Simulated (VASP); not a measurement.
# AlCu (rocksalt type) (Fm-3m) in VASP: a series of runs, part 2 of 2

VASP 6.6.1. Earlier steps stand in the parts before.

### 3 Single point, r2SCAN (12.46 Å³/atom)

This run uses another cell than the first one, of 12.46 Å³/atom.

Contents of POSCAR:

```
AlCu
1.0
    0.0000000000      2.3185897178      2.3185897178
    2.3185897178      0.0000000000      2.3185897178
    2.3185897178      2.3185897178      0.0000000000
Cu Al
1 1
Direct
    0.0000000000      0.0000000000      0.0000000000
    0.5000000000      0.5000000000      0.5000000000
```

Contents of INCAR.step1:

```
SYSTEM = AlCu
  PREC = Accurate
  ENCUT = 520
  ISMEAR = -1
  SIGMA = 0.08
  LREAL = .FALSE.
  LASPH = .TRUE.
  NELM = 80
  NBANDS = 14
  GGA = PE
  ALGO = Normal
  EDIFF = 1E-4
  LWAVE = .TRUE.
  LCHARG = .FALSE.
```

Contents of INCAR.step2:

```
SYSTEM = AlCu
  PREC = Accurate
  ENCUT = 520
  EDIFF = 1E-6
  ISMEAR = -1
  SIGMA = 0.08
  LREAL = .FALSE.
  LASPH = .TRUE.
  NELM = 80
  ALGO = Normal
  ISIF = 2
  LWAVE = .FALSE.
  LCHARG = .FALSE.
  METAGGA = R2SCAN
  LMIXTAU = .TRUE.
  NBANDS = 14
  ISTART = 1
```

Contents of KPOINTS:

```
Automatic mesh
0
G
  13 13 13
  0 0 0
```

Potentials or basis: VASP PAW PBE potentials, release 64 (Cu, Al).

On the command line:

```sh
$ cat potpaw_PBE.64/Cu/POTCAR potpaw_PBE.64/Al/POTCAR > POTCAR
$ cp INCAR.step1 INCAR
$ mpirun -np 1 vasp_std > vasp.out
$ cp INCAR.step2 INCAR
$ mpirun -np 1 vasp_std > vasp.out
```

OUTCAR:

```text
SYSTEM = AlCu
   PREC = Accurate
   ENCUT = 520
   EDIFF = 1E-6
   ISMEAR = -1
   LREAL = .FALSE.
   LASPH = .TRUE.
   NELM = 80
   ISIF = 2
   METAGGA = R2SCAN
   ISTART = 1

 ion  position               nearest neighbor table
   1  0.000  0.000  0.000-   2 2.32   2 2.32   2 2.32   2 2.32   2 2.32   2 2.32
   2  0.500  0.500  0.500-   1 2.32   1 2.32   1 2.32   1 2.32   1 2.32   1 2.32

  LATTYP: Found a face centered cubic cell.
 ALAT       =     4.6371794356

  Lattice vectors:

 A1 = (   0.0000000000,   2.3185897178,   2.3185897178)
 A2 = (   2.3185897178,   0.0000000000,   2.3185897178)
 A3 = (   2.3185897178,   2.3185897178,   0.0000000000)

Analysis of symmetry for initial positions (statically):
=====================================================================
 Subroutine PRICEL returns:
 Original cell was already a primitive cell.

 Routine SETGRP: Setting up the symmetry group for a
 face centered cubic supercell.

 Subroutine GETGRP returns: Found 48 space group operations
 (whereof 48 operations were pure point group operations)
 out of a pool of 48 trial point group operations.

The static configuration has the point symmetry O_h .

Analysis of symmetry for dynamics (positions and initial velocities):
=====================================================================
 Subroutine PRICEL returns:
 Original cell was already a primitive cell.

 Routine SETGRP: Setting up the symmetry group for a
 face centered cubic supercell.

 Subroutine GETGRP returns: Found 48 space group operations
 (whereof 48 operations were pure point group operations)
 out of a pool of 48 trial point group operations.

The dynamic configuration has the point symmetry O_h .

 Subroutine INISYM returns: Found 48 space group operations
 (whereof 48 operations are pure point group operations),
 and found     1 'primitive' translations

----------------------------------------------------------------------------------------

                                     Primitive cell

  volume of cell :      24.9288

  direct lattice vectors                    reciprocal lattice vectors
     0.000000000  2.318589718  2.318589718    -0.215648330  0.215648330  0.215648330
     2.318589718  0.000000000  2.318589718     0.215648330 -0.215648330  0.215648330
     2.318589718  2.318589718  0.000000000     0.215648330  0.215648330 -0.215648330

  length of vectors
     3.278981024  3.278981024  3.278981024     0.373513864  0.373513864  0.373513864

  position of ions in fractional coordinates (direct lattice)
     0.000000000  0.000000000  0.000000000
     0.500000000  0.500000000  0.500000000

  ion indices of the primitive-cell ions
   primitive index   ion index
                 1           1
                 2           2

----------------------------------------------------------------------------------------

 KPOINTS: Automatic mesh

Automatic generation of k-mesh.
 Grid dimensions read from file:
 generate k-points for:   13   13   13

 Generating k-lattice:

  Cartesian coordinates                     Fractional coordinates (reciprocal lattice)
    -0.016588333  0.016588333  0.016588333     0.076923077  0.000000000  0.000000000
     0.016588333 -0.016588333  0.016588333     0.000000000  0.076923077  0.000000000
     0.016588333  0.016588333 -0.016588333     0.000000000  0.000000000  0.076923077

  Length of vectors
     0.028731836  0.028731836  0.028731836

  Shift w.r.t. Gamma in fractional coordinates (k-lattice)
     0.000000000  0.000000000  0.000000000

 Subroutine IBZKPT returns following result:
 ===========================================

 Found     84 irreducible k-points:

 Following reciprocal coordinates:
            Coordinates               Weight
  0.000000  0.000000  0.000000      1.000000
  0.076923  0.000000  0.000000      8.000000
  0.153846  0.000000  0.000000      8.000000
  0.230769  0.000000  0.000000      8.000000
  0.307692  0.000000  0.000000      8.000000
  0.384615  0.000000  0.000000      8.000000
[... 16 lines left out ...]
  0.384615  0.153846  0.000000     24.000000
  0.461538  0.153846  0.000000     24.000000
 [... further k-points ...]
   k-points           NKPTS =     84   k-points in BZ     NKDIM =     84   number of bands    NBANDS=     14
   number of dos      NEDOS =    301   number of ions     NIONS =      2
   total plane-waves  NPLWV =  13824
   dimension x,y,z NGX =    24 NGY =   24 NGZ =   24
   dimension x,y,z NGXF=    48 NGYF=   48 NGZF=   48
   ions per type =               1   1
   NGX,Y,Z   is equivalent  to a cutoff of  12.17, 12.17, 12.17 a.u.
   NGXF,Y,Z  is equivalent  to a cutoff of  24.34, 24.34, 24.34 a.u.
 SYSTEM =  AlCu
   PREC   = accura    normal or accurate (medium, high low for compatibility)
   ISTART =      1    job   : 0-new  1-cont  2-samecut
   ICHARG =      0    charge: 1-file 2-atom 10-const
   ISPIN  =      1    spin polarized calculation?
   LNONCOLLINEAR =      F non collinear calculations
   LSORBIT =      F    spin-orbit coupling
   LASPH  =      T    aspherical Exc in radial PAW
   ENCUT  =  520.0 eV  38.22 Ry    6.18 a.u.   6.10  6.10  6.10*2*pi/ulx,y,z
   NELM   =     80;   NELMIN=  2; NELMDL=  0     # of ELM steps
   EDIFF  = 0.1E-05   stopping-criterion for ELM
   LREAL  =      F    real-space projection
   EDIFFG = 0.1E-04   stopping-criterion for IOM
   NSW    =      0    number of steps for IOM
   IBRION =     -1    ionic relax: 0-MD 1-quasi-New 2-CG
   NFREE  =      0    steps in history (QN), initial steepest desc. (CG)
   ISIF   =      2    stress and relaxation
   ISYM   =      2    0-nonsym 1-usesym 2-fastsym
   POTIM  = 0.5000    time-step for ionic-motion
   TEBEG  =    0.0;   TEEND  =   0.0 temperature during run
   PSTRESS=    0.0 pullay stress
   NELECT =      14.0000    total number of electrons
   NUPDOWN=      -1.0000    fix difference up-down
   EMIN   =  10.00;   EMAX   =-10.00  energy-range for DOS
   EFERMI =   0.00;   METHOD = LEGACY
   ISMEAR =    -1;   SIGMA  =   0.08  broadening in eV -4-tet -1-fermi 0-gaus
   EFERMI_NEDOS =   21; number of points for ismear=-14 and -15
   IALGO  =     38    algorithm
   IMIX   =      4    mixing-type and parameters
     AMIX     =   0.40;   BMIX     =  1.00
     AMIX_MAG =   1.60;   BMIX_MAG =  1.00
  volume/ion in A,a.u.               =      12.46        84.11
  Fermi-wavevector in a.u.,A,eV,Ry     =   1.350673  2.552402 24.821353  1.824318
  Thomas-Fermi vector in A             =   2.478158
   LORBIT       =      0    0 simple, 1 ext, 2 COOP (PROOUT), +10 PAW based schemes
   METAGGA = R2SCAN    functional components
   LHFCALC =     F    Hartree Fock is set to
   AEXX    =    0.0000 exact exchange contribution
   IVDW    =     0    specifies the selected vdW correction
   LEPSILON=     F    determine dielectric tensor
   LRPA    =     F    only Hartree local field effects (RPA)
 non-spin polarized calculation
  energy-cutoff  :      520.00
  volume of cell :       24.93
 maximum number of plane-waves:       686
   NGX = 13   NGY = 13   NGZ = 13

 number of electron      13.9999989 magnetization

 Free energy of the ion-electron system (eV)
  ---------------------------------------------------
  ext. energy  EPLUGINS =         0.00000000
  ---------------------------------------------------
  free energy    TOTEN  =       -16.45081872 eV

  energy without entropy =      -16.44102456  energy(sigma->0) =      -16.44592164

 E-fermi :   9.4280     XC(G=0): -12.7406

 val. band max:        9.3374628107   @ k =  -0.3846   0.4615   0.1538
 cond. band min:       9.4826769875   @ k =   0.4615   0.3846   0.0769
 fundamental gap:      0.1452141768
 Fermi energy:         9.4279618373

 k-point     1 :       0.0000    0.0000    0.0000
  band No.  band energies     occupation
      1      -2.7237      2.00000
      2       4.6158      2.00000
      3       4.6159      2.00000
      4       4.6159      2.00000
      5       4.6852      2.00000
      6       4.6852      2.00000
      7      16.6928      0.00000
      8      16.6928      0.00000
      9      16.6928      0.00000
     10      19.8599      0.00000
     11      19.8599      0.00000
     12      19.8599      0.00000
     13      21.6575      0.00000
     14      24.9453      0.00000
[... 375 lines left out ...]
 k-point    24 :       0.4615    0.1538    0.0000
  band No.  band energies     occupation
      1       1.2287      2.00000
      2       3.5856      2.00000
      3       4.2530      2.00000
      4       4.4639      2.00000
      5       5.2361      2.00000
      6       5.3040      2.00000
      7       6.9717      2.00000
      8      13.2538      0.00000
      9      13.4440      0.00000
     10      16.3985      0.00000
     11      20.7573      0.00000
     12      21.7822      0.00000
     13      23.3816      0.00000
     14      25.3714      0.00000

 [... further k-points ...]
[... 5 lines left out ...]
  --------------------------------------------------------------------------------------
  -------------------------------------------------------------------------------------
  Total        4.9600791      4.9600791      4.9600791      0.0000000     -0.0000000     -0.0000000
  in kB      318.7847050    318.7847050    318.7847050      0.0000000     -0.0000000     -0.0000000
  external PRESSURE =     318.7847050 kB  Pullay stress =       0.0000000 kB

 VOLUME and BASIS-vectors are now :
 -----------------------------------------------------------------------------
  energy-cutoff  :      520.00
  volume of cell :       24.93
      direct lattice vectors                 reciprocal lattice vectors
     0.000000000  2.318589718  2.318589718    -0.215648330  0.215648330  0.215648330
     2.318589718  0.000000000  2.318589718     0.215648330 -0.215648330  0.215648330
     2.318589718  2.318589718  0.000000000     0.215648330  0.215648330 -0.215648330

 POSITION                                       TOTAL-FORCE (eV/Angst)
 -----------------------------------------------------------------------------------
      0.00000      0.00000      0.00000         0.000000      0.000000     -0.000000
      2.31859      2.31859      2.31859         0.000000      0.000000      0.000000
 -----------------------------------------------------------------------------------
    total drift:                                0.000000     -0.000000     -0.000000

  FREE ENERGIE OF THE ION-ELECTRON SYSTEM (eV)
  ---------------------------------------------------
  free  energy   TOTEN  =       -16.4508187167 eV

  energy  without entropy=      -16.4410245568  energy(sigma->0) =      -16.44592164
```

Wall time 37 s (1 thread of Intel Xeon 6975P-C (Granite Rapids), shared host); peak memory 0.16 GiB.

What came out:

| Property | Result |
| --- | --- |
| Free energy | -16.4508 eV |
| Pressure | 31.9 GPa |
| Band gap on the k mesh | zero (bands 7 and 8 overlap by 9.01 eV) |

Levels at points of the mesh, in eV from the Fermi level:
| k point | band 4 | band 5 | band 6 | band 7 | band 8 | band 9 | band 10 | band 11 |
| --- | --- | --- | --- | --- | --- | --- | --- | --- |
| (0.00, 0.00, 0.00) | -4.81 | -4.74 | -4.74 | 7.26 | 7.26 | 7.26 | 10.43 | 10.43 |

Caveat: the cell stands under pressure; the PAW data sets were made with another functional, which shifts forces and pressure a little.

The gap in the log of VASP goes by the Fermi energy; the results here count the filled bands.